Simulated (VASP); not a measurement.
# Al2Cu (P4/mmm) in VASP: further runs

Aim: see how the results for Al2Cu move with the level of theory and the settings. Levels: PBE+D3(BJ), PBE. Tasks: single point.

Program: VASP 6.6.1. These are calculated values, not measurements. Logs are shortened: lines on timing, memory, paths and dates and some standing lists are left out, and cuts for length are marked.

## Step 1: The cell of the first run

Symmetry: P4/mmm, No. 123, tetragonal system. Conventional cell: a = 4.105 Å, b = 4.105 Å, c = 2.891 Å, α = 90.00°, β = 90.00°, γ = 90.00°. Within 3.3 Å of Al (site symmetry mmm) lie 4 Cu at 2.51 Å and 6 Al at 2.89 to 2.90 Å. Within 3.3 Å of Cu (site symmetry 4/mmm) lie 8 Al at 2.51 Å and 2 Cu at 2.89 Å.

## Step 2: Single point, PBE+D3(BJ)

Contents of INCAR:

```
ALGO = Normal
EDIFF = 1E-6
ENCUT = 600
GGA = PE
GGA_COMPAT = F
ISIF = 2
ISMEAR = 0
IVDW = 12
LASPH = T
LCHARG = F
LREAL = F
LWAVE = F
NBANDS = 16
NELM = 120
PREC = Accurate
SIGMA = 0.1
```

Contents of KPOINTS:

```
k-points
0
Gamma
  2 2 3
```

Contents of POSCAR:

```
Al2Cu
1.0
    4.1051820000      0.0000000000      0.0000000000
    0.0000000000      4.1051820000      0.0000000000
    0.0000000000      0.0000000000      2.8913130000
Al Cu
2 1
Direct
    0.6020000000      0.4390000000      1.3230000000
    0.1020000000      0.9390000000      1.3230000000
    0.1020000000      0.4390000000      0.8230000000
```

Potentials or basis: VASP PAW PBE potentials, release 64 (Al, Cu).

On the command line:

```bash
$ cat potpaw_PBE.64/Al/POTCAR potpaw_PBE.64/Cu/POTCAR > POTCAR
$ mpirun -np 1 vasp_std > vasp.out
```

OUTCAR:

```text
EDIFF = 1E-6
   ENCUT = 600
   GGA = PE
   ISIF = 2
   ISMEAR = 0
   IVDW = 12
   LASPH = T
   LREAL = F
   NELM = 120
   PREC = Accurate
 IVDW          = 12

 ion  position               nearest neighbor table
   1  0.602  0.439  0.323-   3 2.51   3 2.51   3 2.51   3 2.51   2 2.90   2 2.90   2 2.90   2 2.90

   2  0.102  0.939  0.323-   3 2.51   3 2.51   3 2.51   3 2.51   1 2.90   1 2.90   1 2.90   1 2.90

   3  0.102  0.439  0.823-   1 2.51   2 2.51   1 2.51   2 2.51   2 2.51   2 2.51   1 2.51   1 2.51

  LATTYP: Found a simple tetragonal cell.
 ALAT       =     4.1051820000
 C/A-ratio  =     0.7043081159

  Lattice vectors:

 A1 = (   4.1051820000,   0.0000000000,   0.0000000000)
 A2 = (   0.0000000000,   4.1051820000,   0.0000000000)
 A3 = (   0.0000000000,   0.0000000000,   2.8913130000)

Analysis of symmetry for initial positions (statically):
=====================================================================
 Subroutine PRICEL returns:
 Original cell was already a primitive cell.

 Routine SETGRP: Setting up the symmetry group for a
 simple tetragonal supercell.

 Subroutine GETGRP returns: Found 16 space group operations
 (whereof  1 operations were pure point group operations)
 out of a pool of 16 trial point group operations.

The static configuration has the point symmetry C_1 .
 The point group associated with its full space group is D_4h.

Analysis of symmetry for dynamics (positions and initial velocities):
=====================================================================
 Subroutine PRICEL returns:
 Original cell was already a primitive cell.

 Routine SETGRP: Setting up the symmetry group for a
 simple tetragonal supercell.

 Subroutine GETGRP returns: Found 16 space group operations
 (whereof  1 operations were pure point group operations)
 out of a pool of 16 trial point group operations.

The dynamic configuration has the point symmetry C_1 .
 The point group associated with its full space group is D_4h.

 Subroutine INISYM returns: Found 16 space group operations
 (whereof  1 operations are pure point group operations),
 and found     1 'primitive' translations

----------------------------------------------------------------------------------------

                                     Primitive cell

  volume of cell :      48.7259

  direct lattice vectors                    reciprocal lattice vectors
     4.105182000  0.000000000  0.000000000     0.243594559  0.000000000  0.000000000
     0.000000000  4.105182000  0.000000000     0.000000000  0.243594559  0.000000000
     0.000000000  0.000000000  2.891313000     0.000000000  0.000000000  0.345863627

  length of vectors
     4.105182000  4.105182000  2.891313000     0.243594559  0.243594559  0.345863627

  position of ions in fractional coordinates (direct lattice)
     0.602000000  0.439000000  0.323000000
     0.102000000  0.939000000  0.323000000
     0.102000000  0.439000000  0.823000000

  ion indices of the primitive-cell ions
   primitive index   ion index
                 1           1
                 2           2
                 3           3

----------------------------------------------------------------------------------------

 KPOINTS: k-points

Automatic generation of k-mesh.
 Grid dimensions read from file:
 generate k-points for:    2    2    3

 Generating k-lattice:

  Cartesian coordinates                     Fractional coordinates (reciprocal lattice)
     0.121797280  0.000000000  0.000000000     0.500000000  0.000000000  0.000000000
     0.000000000  0.121797280  0.000000000     0.000000000  0.500000000  0.000000000
     0.000000000  0.000000000  0.115287876     0.000000000  0.000000000  0.333333333

  Length of vectors
     0.121797280  0.121797280  0.115287876

  Shift w.r.t. Gamma in fractional coordinates (k-lattice)
     0.000000000  0.000000000  0.000000000

 Subroutine IBZKPT returns following result:
 ===========================================

 Found      6 irreducible k-points:

 Following reciprocal coordinates:
            Coordinates               Weight
  0.000000  0.000000  0.000000      1.000000
  0.500000  0.000000  0.000000      2.000000
  0.500000  0.500000  0.000000      1.000000
  0.000000  0.000000  0.333333      2.000000
  0.500000  0.000000  0.333333      4.000000
  0.500000  0.500000  0.333333      2.000000
   k-points           NKPTS =      6   k-points in BZ     NKDIM =      6   number of bands    NBANDS=     16
   number of dos      NEDOS =    301   number of ions     NIONS =      3
   total plane-waves  NPLWV =  31104
   dimension x,y,z NGX =    36 NGY =   36 NGZ =   24
   dimension x,y,z NGXF=    72 NGYF=   72 NGZF=   48
   ions per type =               2   1
   NGX,Y,Z   is equivalent  to a cutoff of  14.58, 14.58, 13.80 a.u.
   NGXF,Y,Z  is equivalent  to a cutoff of  29.16, 29.16, 27.60 a.u.
 SYSTEM =  unknown system
   PREC   = accura    normal or accurate (medium, high low for compatibility)
   ISTART =      0    job   : 0-new  1-cont  2-samecut
   ICHARG =      2    charge: 1-file 2-atom 10-const
   ISPIN  =      1    spin polarized calculation?
   LNONCOLLINEAR =      F non collinear calculations
   LSORBIT =      F    spin-orbit coupling
   LASPH  =      T    aspherical Exc in radial PAW
   ENCUT  =  600.0 eV  44.10 Ry    6.64 a.u.   8.20  8.20  5.77*2*pi/ulx,y,z
   NELM   =    120;   NELMIN=  2; NELMDL= -5     # of ELM steps
   EDIFF  = 0.1E-05   stopping-criterion for ELM
   LREAL  =      F    real-space projection
   EDIFFG = 0.1E-04   stopping-criterion for IOM
   NSW    =      0    number of steps for IOM
   IBRION =     -1    ionic relax: 0-MD 1-quasi-New 2-CG
   NFREE  =      0    steps in history (QN), initial steepest desc. (CG)
   ISIF   =      2    stress and relaxation
   ISYM   =      2    0-nonsym 1-usesym 2-fastsym
   POTIM  = 0.5000    time-step for ionic-motion
   TEBEG  =    0.0;   TEEND  =   0.0 temperature during run
   PSTRESS=    0.0 pullay stress
   NELECT =      17.0000    total number of electrons
   NUPDOWN=      -1.0000    fix difference up-down
   EMIN   =  10.00;   EMAX   =-10.00  energy-range for DOS
   EFERMI =   0.00;   METHOD = LEGACY
   ISMEAR =     0;   SIGMA  =   0.10  broadening in eV -4-tet -1-fermi 0-gaus
   EFERMI_NEDOS =   21; number of points for ismear=-14 and -15
   IALGO  =     38    algorithm
   IMIX   =      4    mixing-type and parameters
     AMIX     =   0.40;   BMIX     =  1.00
     AMIX_MAG =   1.60;   BMIX_MAG =  1.00
  volume/ion in A,a.u.               =      16.24       109.61
  Fermi-wavevector in a.u.,A,eV,Ry     =   1.152492  2.177894 18.071765  1.328237
  Thomas-Fermi vector in A             =   2.289142
   LORBIT       =      0    0 simple, 1 ext, 2 COOP (PROOUT), +10 PAW based schemes
   GGA     = PE    functional components
   LHFCALC =     F    Hartree Fock is set to
   AEXX    =    0.0000 exact exchange contribution
   IVDW    =    12    specifies the selected vdW correction
   LEPSILON=     F    determine dielectric tensor
   LRPA    =     F    only Hartree local field effects (RPA)
 non-spin polarized calculation
 Gauss-broadening in eV      SIGMA  =   0.10
  energy-cutoff  :      600.00
  volume of cell :       48.73
 maximum number of plane-waves:      1640
 NGX is ok and might be reduce to    36
   NGX = 17   NGY = 17   NGZ = 11

 number of electron      17.0000005 magnetization

 Free energy of the ion-electron system (eV)
  ---------------------------------------------------
  ext. energy  EPLUGINS =         0.00000000
  ---------------------------------------------------
  free energy    TOTEN  =       -10.28675318 eV

  energy without entropy =      -10.27057703  energy(sigma->0) =      -10.27866511

 E-fermi :   7.4321     XC(G=0): -10.3726

 val. band max:        7.3401944190   @ k =   0.0000   0.0000   0.3333
 cond. band min:       7.5239119197   @ k =   0.5000   0.0000   0.3333
 fundamental gap:      0.1837175007
 Fermi energy:         7.4320531633

 k-point     1 :       0.0000    0.0000    0.0000
  band No.  band energies     occupation
      1      -3.3207      2.00000
      2       1.8264      2.00000
      3       2.3719      2.00000
      4       2.9950      2.00000
      5       3.1963      2.00000
      6       3.1963      2.00000
[... 8 lines left out ...]
     15      14.2840      0.00000
     16      19.5490      0.00000

 k-point     2 :       0.5000    0.0000    0.0000
  band No.  band energies     occupation
      1      -1.7281      2.00000
      2      -0.4777      2.00000
      3       2.3002      2.00000
      4       2.7789      2.00000
      5       2.9350      2.00000
      6       3.1632      2.00000
[... 8 lines left out ...]
     15      16.3953      0.00000
     16      18.0181      0.00000

 k-point     3 :       0.5000    0.5000    0.0000
  band No.  band energies     occupation
      1       0.1502      2.00000
      2       0.7176      2.00000
      3       0.7176      2.00000
      4       1.7920      2.00000
      5       2.8904      2.00000
      6       3.0477      2.00000
[... 8 lines left out ...]
     15      17.2822      0.00000
     16      17.2822      0.00000

 k-point     4 :       0.0000    0.0000    0.3333
  band No.  band energies     occupation
      1      -1.3567      2.00000
      2       2.3152      2.00000
      3       2.3952      2.00000
      4       2.3952      2.00000
      5       2.6261      2.00000
      6       3.1283      2.00000
[... 8 lines left out ...]
     15      15.2035      0.00000
     16      15.4720      0.00000

 k-point     5 :       0.5000    0.0000    0.3333
  band No.  band energies     occupation
      1       0.2294      2.00000
      2       0.8299      2.00000
      3       2.4675      2.00000
      4       2.6919      2.00000
      5       3.0127      2.00000
      6       3.1086      2.00000
[... 8 lines left out ...]
     15      15.6022      0.00000
     16      16.1274      0.00000

 k-point     6 :       0.5000    0.5000    0.3333
  band No.  band energies     occupation
      1       1.5213      2.00000
      2       1.5213      2.00000
      3       2.2022      2.00000
      4       2.6429      2.00000
      5       2.9741      2.00000
      6       3.2609      2.00000
[... 8 lines left out ...]
     15      18.7367      0.00000
     16      19.7497      0.00000

------------------------ aborting loop because EDIFF is reached ----------------------------------------

 Edisp (eV)   -1.09374

 E8    (eV) :    -0.4818

  FORCE on cell =-STRESS in cart. coord.  units (eV):
  Direction    XX          YY          ZZ          XY          YZ          ZX
  --------------------------------------------------------------------------------------
  -------------------------------------------------------------------------------------
  Total      -1.16231    -1.16231     1.69174     0.00000     0.00000    -0.00000
  in kB     -38.21841   -38.21841    55.62668     0.00000     0.00000    -0.00000
  external pressure =       -6.94 kB  Pullay stress =        0.00 kB

 VOLUME and BASIS-vectors are now :
 -----------------------------------------------------------------------------
  energy-cutoff  :      600.00
  volume of cell :       48.73
      direct lattice vectors                 reciprocal lattice vectors
     4.105182000  0.000000000  0.000000000     0.243594559  0.000000000  0.000000000
     0.000000000  4.105182000  0.000000000     0.000000000  0.243594559  0.000000000
     0.000000000  0.000000000  2.891313000     0.000000000  0.000000000  0.345863627

 POSITION                                       TOTAL-FORCE (eV/Angst)
 -----------------------------------------------------------------------------------
      2.47132      1.80217      0.93389         0.000000      0.000000      0.000000
      0.41873      3.85477      0.93389         0.000000      0.000000      0.000000
      0.41873      1.80217      2.37955         0.000000      0.000000      0.000000
 -----------------------------------------------------------------------------------
    total drift:                               -0.000096      0.000078      0.000005

  FREE ENERGIE OF THE ION-ELECTRON SYSTEM (eV)
  ---------------------------------------------------
  free  energy   TOTEN  =       -11.3804929423 eV

  energy  without entropy=      -11.3643167943  energy(sigma->0) =      -11.37240487
```

Run time: 7.3 s. Hardware: 1 thread of Intel Xeon Platinum 8488C (Sapphire Rapids), shared host; peak memory 0.18 GiB.

Results:

- Free energy: -11.3805 eV
- Pressure: -0.7 GPa
- Dispersion energy per atom: -0.365 eV

Stress tensor (GPa, compression positive):
```
-3.82  0.00  0.00
 0.00 -3.82  0.00
 0.00  0.00  5.56
```

Caveat: the k points lie up to 0.77 Å⁻¹ apart; pairwise dispersion overbinds metals, which lowers pressure and volume.

(Continued in part 2 of 2.)
